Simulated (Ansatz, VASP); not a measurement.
# AgCl in VASP and in Ansatz

Contents of INCAR:

```
SYSTEM = AgCl
  PREC = Accurate
  ENCUT = 630
  EDIFF = 1E-6
  ISMEAR = -1
  SIGMA = 0.02
  LREAL = .False.
  LASPH = .True.
  NELM = 120
  ALGO = Normal
  ISIF = 2
  LWAVE = .False.
  LCHARG = .False.
  GGA = PE
  NBANDS = 20
  GGA_COMPAT = .False.
```

File KPOINTS:

```
Automatic mesh
0
Gamma
  8 8 8
  0 0 0
```

The input POSCAR:

```
AgCl
1.0
    3.5439752393      0.0000000000      0.0000000000
    0.0000000000      3.5439752393      0.0000000000
    0.0000000000      0.0000000000      3.3955880419
Ag Cl
1 1
Direct
    0.0000000000      0.0000000000      0.0000000000
    0.5000000000      0.5000000000      0.5000000000
```

Input for Ansatz:

```yaml
crystal:
  lattice:
    - [3.5439752393, 0.0, 0.0]
    - [0.0, 3.5439752393, 0.0]
    - [0.0, 0.0, 3.3955880419]
  atoms:
    - { symbol: Ag, position: [0.0, 0.0, 0.0] }
    - { symbol: Cl, position: [0.5, 0.5, 0.5] }
kpoints:
  mp_grid: { grid: [8, 8, 8] }
  band_path:
    path: [[0.0, 0.0, 0.0], [0.0, 0.5, 0.0], [0.5, 0.5, 0.0], [0.5, 0.5, 0.5]]
    npoints: 1
hamiltonian:
  xc: pbe
scf:
  occupations: { method: fermi_dirac, width: 0.02 }
  n_extra_bands: 4
output:
  forces: true
  stress: true
  eigenvalues: true
  write_density: true
  write_potential: true
  elf: true
  volumetric_format: npy
```

Change from the starting cell: biaxial_xy strain +4.4%.

Alike in both runs: task single point; functional PBE; k mesh 8 × 8 × 8; occupations fermi-dirac, width 0.02 eV; no spin polarisation.

|  | VASP | Ansatz |
| --- | --- | --- |
| version | VASP 6.6.1 | Ansatz 0.2.0 |
| potentials or method | VASP PAW PBE potentials, release 64 (Ag_sv_GW, Cl) | plane waves, PAW |
| plane-wave cutoff (eV) | 630 | 420 |
| valence electrons in the cell | 26 | 26 |

```tsv
	VASP	Ansatz	Ansatz less VASP
pressure (GPa)	-2.4	-2.2	+0.22
traceless stress, the component that is largest in VASP (GPa)	1.33	1.32	-0.001
```
